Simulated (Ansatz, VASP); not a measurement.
**SiC: VASP beside Ansatz**

Contents of INCAR:

```
SYSTEM = SiC
PREC     = Accurate       ! precision mode
ENCUT    = 520            ! plane-wave cutoff, eV
EDIFF    = 1E-6           ! SCF threshold, eV
ISMEAR   = 0              ! smearing method
SIGMA    = 0.01           ! smearing width, eV
LREAL    = .FALSE.        ! projectors in reciprocal space
LASPH    = .TRUE.         ! aspherical terms in the spheres
NELM     = 60             ! most SCF steps
ALGO     = Normal         ! electronic algorithm
ISIF     = 2              ! what is computed and relaxed
LWAVE    = .FALSE.        ! write WAVECAR
LCHARG   = .FALSE.        ! write CHGCAR
GGA      = PS             ! functional
NBANDS   = 16             ! bands
```

The input KPOINTS:

```
Automatic mesh
0
G
  15 15 8
  0 0 0
```

Contents of POSCAR:

```
SiC
1.0
    3.0759807156      0.0000000000      0.0000000000
   -1.5379903578      2.6638774413      0.0000000000
    0.0000000000      0.0000000000      5.0478465815
Si C
2 2
Direct
    0.3333333333      0.6666666667     -0.0562910099
    0.6666666667      0.3333333333      0.4437089901
    0.3333333333      0.6666666667      0.4312910099
    0.6666666667      0.3333333333      0.9312910099
```

Input for Ansatz:

```yaml
crystal:
  lattice:
    - [3.0759807156, 0.0, 0.0]
    - [-1.5379903578, 2.6638774413, 0.0]
    - [0.0, 0.0, 5.0478465815]
  atoms:
    - { symbol: Si, position: [0.3333333333, 0.6666666667, -0.0562910099] }
    - { symbol: Si, position: [0.6666666667, 0.3333333333, 0.4437089901] }
    - { symbol: C, position: [0.3333333333, 0.6666666667, 0.4312910099] }
    - { symbol: C, position: [0.6666666667, 0.3333333333, 0.9312910099] }
basis:
  ecutwfc: 420
  xc_grid: 2
kpoints:
  mp_grid: { grid: [15, 15, 8] }
hamiltonian:
  xc: pbesol
  pseudopotentials: { kind: paw, azcp: { folder: soft_1 } }
scf:
  occupations: { method: fixed }
output:
  forces: true
  stress: true
  eigenvalues: true
  polarization: {}
```

Change from the starting cell: polar distortion scaled by 0.10.

Alike in both runs: task single point; functional PBEsol; k mesh 15 × 15 × 8; no spin polarisation.

|  | VASP | Ansatz |
| --- | --- | --- |
| version | VASP 6.6.1 | Ansatz 0.2.0 |
| potentials or method | VASP PAW PBE potentials, release 64 (Si, C), cutoff 520 eV | scalar-relativistic, plane waves, PAW |
| occupations | gaussian, width 0.01 eV | fixed |
| valence electrons in the cell | 16 | 16 |

|  | VASP | Ansatz | Ansatz less VASP |
| --- | --- | --- | --- |
| gap on the k mesh at the Fermi level (eV) | 0.64 | 0.66 | +0.015 |
| least direct gap on the mesh (eV) | 2.66 | 2.66 | +0.005 |
| pressure (GPa) | 11.1 | 10.8 | -0.29 |
| traceless stress, the component that is largest in VASP (GPa) | -12.07 | -11.79 | +0.286 |
| rms of the force components (eV/Å) | 0.373 | 0.370 | -0.0023 |

VASP's potentials were made for PBE, not for PBEsol, and Ansatz warns of the same on its side. Atom by atom the forces differ by 0.002 eV/Å (rms over components).
